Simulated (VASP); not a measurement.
TiNi: single point with PBEsol

TiNi:

```
Ti Ni
1.0
     2.92631    0.00000    0.00000
     0.00000    2.92631    0.00000
     0.00000    0.00000    3.04812
Ti Ni
1 1
Direct
  0.50000 0.50000 0.50000
  0.00000 0.00000 0.00000
```

This cell differs from its parent crystal: biaxial strain in the a-b plane: -1.5 %, then relaxed in part.

```
Program             : VASP 6.6.1
Task                : single point
Functional          : PBEsol
Potentials or basis : VASP PAW PBE potentials, release 64 (Ti_sv, Ni)
Cutoff              : 520 eV
k mesh              : 18 × 18 × 18
Occupations         : gaussian, width 0.1 eV
Spin                : no spin polarisation
```

The pressure is 0.5 GPa and the band gap on the k mesh is zero (bands 11 and 12 overlap by 1.97 eV).

Stress tensor (GPa, compression positive):
```
 0.81  0.00  0.00
 0.00  0.81  0.00
 0.00  0.00 -0.14
```

Levels at points of the mesh, in eV from the Fermi level:
```tsv
k point	band 9	band 10	band 11	band 12	band 13	band 14
(0.00, 0.00, 0.00)	-2.09	-1.94	0.34	0.57	2.68	2.68
(0.50, 0.00, 0.00)	-2.12	-1.75	-0.73	-0.48	0.38	0.77
(0.50, 0.50, 0.00)	-1.26	-0.60	0.73	0.73	1.18	2.33
(0.00, 0.00, 0.50)	-2.10	-1.68	-0.87	-0.83	0.83	0.83
(0.50, 0.00, 0.50)	-1.37	-0.79	0.36	0.48	0.82	2.35
(0.50, 0.50, 0.50)	-2.16	-2.16	-1.34	-1.24	3.13	3.36
```

Run time: 7.3 min on 1 thread of Intel Xeon 8259CL (shared host), peak memory 0.37 GiB.

Caveat: the cell differs from its parent crystal (biaxial strain in the a-b plane: -1.5 %, then relaxed in part); the PAW data sets were made with another functional, which shifts forces and pressure a little. Spin polarisation is off, so any magnetic state and its effect on volume and gap are missing.
